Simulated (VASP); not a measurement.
# CO2 (P-3m1) in VASP: notebook

CO2 is run at these levels: PBE; tasks: single point.

All numbers are computed with VASP 6.6.1; they aren't measurements. Logs are shortened: lines on timing, memory, paths and dates and some standing lists are left out, and cuts for length are marked.

**1. The cell of the first run**

Symmetry: P-3m1, No. 164, trigonal system. Conventional cell: a = 2.325 Å, b = 2.325 Å, c = 4.096 Å, α = 90.00°, β = 90.00°, γ = 120.00°. Within 2.1 Å of C (site symmetry -3m) lie 6 O at 1.60 Å. Within 2.1 Å of O (site symmetry 3m) lie 3 C at 1.60 Å.

**2. Single point, PBE**

The input, INCAR:

```
PREC = Accurate ; ENCUT = 520
EDIFF = 1E-6 ; ISMEAR = 1
SIGMA = 0.01 ; LREAL = F
LASPH = T ; NELM = 100
ALGO = Normal ; ISIF = 2
LWAVE = F ; LCHARG = F
GGA = PE ; NBANDS = 15
```

The input, KPOINTS:

```
Automatic mesh
0
Gamma
  9 9 5
```

The input, POSCAR:

```
CO2
1.0
    2.3245099404      0.0000000000      0.0000000000
   -1.1622549702      2.0130846597      0.0000000000
    0.0000000000      0.0000000000      4.0958557659
C O
1 2
Direct
    0.0000000000      0.0000000000      0.0000000000
    0.3333333333      0.6666666667      0.2129240054
    0.6666666667      0.3333333333      0.7870759946
```

Potentials or basis: VASP PAW PBE potentials, release 64 (C, O).

Run with:

```console
$ cat potpaw_PBE.64/C/POTCAR potpaw_PBE.64/O/POTCAR > POTCAR
$ mpirun -np 1 vasp_std > vasp.out
```

OUTCAR:

```text
PREC = Accurate
   ENCUT = 520
   EDIFF = 1E-6
   ISMEAR = 1
   LREAL = F
   LASPH = T
   NELM = 100
   ISIF = 2
   GGA = PE

 ion  position               nearest neighbor table
   1  0.000  0.000  0.000-   2 1.60   3 1.60   2 1.60   3 1.60   3 1.60   2 1.60
   2  0.333  0.667  0.213-   1 1.60   1 1.60   1 1.60
   3  0.667  0.333  0.787-   1 1.60   1 1.60   1 1.60

  LATTYP: Found a hexagonal cell.
 ALAT       =     2.3245099404
 C/A-ratio  =     1.7620297916

  Lattice vectors:

 A1 = (   2.3245099404,   0.0000000000,   0.0000000000)
 A2 = (  -1.1622549702,   2.0130846597,   0.0000000000)
 A3 = (   0.0000000000,   0.0000000000,   4.0958557659)

Analysis of symmetry for initial positions (statically):
=====================================================================
 Subroutine PRICEL returns:
 Original cell was already a primitive cell.

 Routine SETGRP: Setting up the symmetry group for a
 hexagonal supercell.

 Subroutine GETGRP returns: Found 12 space group operations
 (whereof 12 operations were pure point group operations)
 out of a pool of 24 trial point group operations.

The static configuration has the point symmetry D_3d.

Analysis of symmetry for dynamics (positions and initial velocities):
=====================================================================
 Subroutine PRICEL returns:
 Original cell was already a primitive cell.

 Routine SETGRP: Setting up the symmetry group for a
 hexagonal supercell.

 Subroutine GETGRP returns: Found 12 space group operations
 (whereof 12 operations were pure point group operations)
 out of a pool of 24 trial point group operations.

The dynamic configuration has the point symmetry D_3d.

 Subroutine INISYM returns: Found 12 space group operations
 (whereof 12 operations are pure point group operations),
 and found     1 'primitive' translations

----------------------------------------------------------------------------------------

                                     Primitive cell

  volume of cell :      19.1663

  direct lattice vectors                    reciprocal lattice vectors
     2.324509940  0.000000000  0.000000000     0.430198203  0.248375049  0.000000000
    -1.162254970  2.013084660  0.000000000     0.000000000  0.496750097  0.000000000
     0.000000000  0.000000000  4.095855766     0.000000000  0.000000000  0.244149222

  length of vectors
[... 94 lines left out ...]
   PSTRESS=    0.0 pullay stress
   NELECT =      16.0000    total number of electrons
   NUPDOWN=      -1.0000    fix difference up-down
   EMIN   =  10.00;   EMAX   =-10.00  energy-range for DOS
   EFERMI =   0.00;   METHOD = LEGACY
   ISMEAR =     1;   SIGMA  =   0.01  broadening in eV -4-tet -1-fermi 0-gaus
   EFERMI_NEDOS =   21; number of points for ismear=-14 and -15
   IALGO  =     38    algorithm
   IMIX   =      4    mixing-type and parameters
     AMIX     =   0.40;   BMIX     =  1.00
     AMIX_MAG =   1.60;   BMIX_MAG =  1.00
  volume/ion in A,a.u.               =       6.39        43.11
  Fermi-wavevector in a.u.,A,eV,Ry     =   1.541471  2.912958 32.329265  2.376134
  Thomas-Fermi vector in A             =   2.647413
   LORBIT       =      0    0 simple, 1 ext, 2 COOP (PROOUT), +10 PAW based schemes
   GGA     = PE    functional components
   LHFCALC =     F    Hartree Fock is set to
   AEXX    =    0.0000 exact exchange contribution
   IVDW    =     0    specifies the selected vdW correction
   LEPSILON=     F    determine dielectric tensor
   LRPA    =     F    only Hartree local field effects (RPA)
 non-spin polarized calculation
 Methfessel and Paxton  Order N= 1 SIGMA  =   0.01
  energy-cutoff  :      520.00
  volume of cell :       19.17
 maximum number of plane-waves:       537
 NGX is ok and might be reduce to    18
   NGX =  9   NGY =  9   NGZ = 15

 number of electron      15.9999996 magnetization

 Free energy of the ion-electron system (eV)
  ---------------------------------------------------
  ext. energy  EPLUGINS =         0.00000000
  ---------------------------------------------------
  free energy    TOTEN  =       -17.62650275 eV

  energy without entropy =      -17.62650275  energy(sigma->0) =      -17.62650275

 E-fermi :   5.2361     XC(G=0): -12.5251

 val. band max:        5.0933408468   @ k =   0.2222   0.1111   0.0000
 cond. band min:       9.8649555338   @ k =   0.0000   0.4444   0.2000
 fundamental gap:      4.7716146870
 Fermi energy:         5.2361302252

 k-point     1 :       0.0000    0.0000    0.0000
  band No.  band energies     occupation
      1     -20.2737      2.00000
      2     -14.3606      2.00000
      3      -3.0609      2.00000
      4       3.1777      2.00000
      5       3.1777      2.00000
      6       4.3870      2.00000
      7       4.3870      2.00000
      8       4.9788      2.00000
      9      11.5045      0.00000
     10      11.6886      0.00000
     11      12.3002      0.00000
     12      12.3002      0.00000
     13      21.6078      0.00000
     14      29.3288      0.00000
[... 401 lines left out ...]
      2     -13.0709      2.00000
      3      -3.8863      2.00000
      4      -1.9799      2.00000
      5      -0.8530      2.00000
      6       1.8199      2.00000
      7       3.4025      2.00000
      8       4.8826      2.00000
      9      11.2805      0.00000
     10      13.6084      0.00000
     11      14.3278      0.00000
     12      15.9613      0.00000
     13      22.1372      0.00000
     14      24.7031      0.00000
     15      26.9620      0.00000

 [... further k-points ...]

------------------------ aborting loop because EDIFF is reached ----------------------------------------

  FORCE on cell =-STRESS in cart. coord.  units (eV):
  Direction    XX          YY          ZZ          XY          YZ          ZX
  --------------------------------------------------------------------------------------
  -------------------------------------------------------------------------------------
  Total        2.5714184      2.5714184      2.4005320     -0.0000000      0.0000000      0.0000000
  in kB      214.9538490    214.9538490    200.6688591     -0.0000000      0.0000000      0.0000000
  external PRESSURE =     210.1921857 kB  Pullay stress =       0.0000000 kB

 VOLUME and BASIS-vectors are now :
 -----------------------------------------------------------------------------
  energy-cutoff  :      520.00
  volume of cell :       19.17
      direct lattice vectors                 reciprocal lattice vectors
     2.324509940  0.000000000  0.000000000     0.430198203  0.248375049  0.000000000
    -1.162254970  2.013084660  0.000000000     0.000000000  0.496750097  0.000000000
     0.000000000  0.000000000  4.095855766     0.000000000  0.000000000  0.244149222

 POSITION                                       TOTAL-FORCE (eV/Angst)
 -----------------------------------------------------------------------------------
      0.00000      0.00000      0.00000        -0.000000      0.000000      0.000000
     -0.00000      1.34206      0.87211         0.000000     -0.000000      0.048729
      1.16225      0.67103      3.22375        -0.000000      0.000000     -0.048729
 -----------------------------------------------------------------------------------
    total drift:                                0.000000     -0.000000     -0.000000

  FREE ENERGIE OF THE ION-ELECTRON SYSTEM (eV)
  ---------------------------------------------------
  free  energy   TOTEN  =       -17.6265027453 eV

  energy  without entropy=      -17.6265027453  energy(sigma->0) =      -17.62650275
```

Wall time 17 s (1 thread of Intel Xeon 8259CL, shared host); peak memory 0.13 GiB.

Results:

| Item | Value |
| --- | --- |
| Free energy | -17.6265 eV |
| Pressure | 21.0 GPa |
| Largest force | 0.049 eV/Å |
| Band gap on the k mesh | 4.77 eV (least direct gap 5.34 eV) |

Forces on the atoms (eV/Å):
```
C    0.000  0.000  0.000
O    0.000  0.000  0.049
O    0.000  0.000 -0.049
```

Stress tensor (GPa, compression positive):
```
21.50  0.00  0.00
 0.00 21.50  0.00
 0.00  0.00 20.07
```

Levels at points of the mesh, in eV from the valence-band top:
```tsv
k point	band 6	band 7	band 8	band 9	band 10	band 11
(0.00, 0.00, 0.00)	-0.71	-0.71	-0.11	6.41	6.60	7.21
```

Caveat: the cell stands under pressure; an odd mesh through Γ misses points on the zone boundary, where band edges can lie.

**3. Single point, PBE**

This run uses another cell than the first one, of 6.84 Å³/atom.

The input, INCAR:

```
  PREC = Accurate
  ENCUT = 520
  EDIFF = 1E-6
  ISMEAR = 1
  SIGMA = 0.01
  LREAL = F
  LASPH = T
  NELM = 60
  ALGO = Normal
  ISIF = 2
  LWAVE = F
  LCHARG = F
  GGA = PE
  NBANDS = 15
```

KPOINTS is that of step 2.

The input, POSCAR:

```
CO2
1.0
    2.3439573406      0.0000000000      0.0000000000
   -1.1719786703      2.0299266024      0.0000000000
    0.0000000000      0.0000000000      4.3112601369
C O
1 2
Direct
    0.0000000000      0.0000000000      0.0000000000
    0.3333333333      0.6666666667      0.2032364919
    0.6666666667      0.3333333333      0.7967635081
```

Potentials or basis: VASP PAW PBE potentials, release 64 (C, O).

Run with:

```console
$ cat potpaw_PBE.64/C/POTCAR potpaw_PBE.64/O/POTCAR > POTCAR
$ mpirun -np 1 vasp_std > vasp.out
```

Wall time 22 s (1 thread of Intel Xeon 8259CL, shared host); peak memory 0.13 GiB.

It converged, with:

| Item | Value |
| --- | --- |
| Free energy | -17.7528 eV |
| Pressure | 10.9 GPa |
| Largest force | 0.043 eV/Å |
| Band gap on the k mesh | 4.73 eV (least direct gap 5.20 eV) |

Forces in eV/Å, atoms in the order of the input:
```
C    0.000  0.000  0.000
O    0.000  0.000  0.043
O    0.000  0.000 -0.043
```

Stress tensor (GPa, compression positive):
```
11.35  0.00  0.00
 0.00 11.35  0.00
 0.00  0.00 10.08
```

Levels at points of the mesh, in eV from the valence-band top:
```csv
k point,band 4,band 5,band 6,band 7,band 8,band 9,band 10,band 11,band 12,band 13
"(0.00, 0.00, 0.00)",-1.79,-1.79,-0.58,-0.58,-0.30,6.30,6.31,7.18,7.18,14.95
```

Caveat: the cell stands under pressure; an odd mesh through Γ misses points on the zone boundary, where band edges can lie.
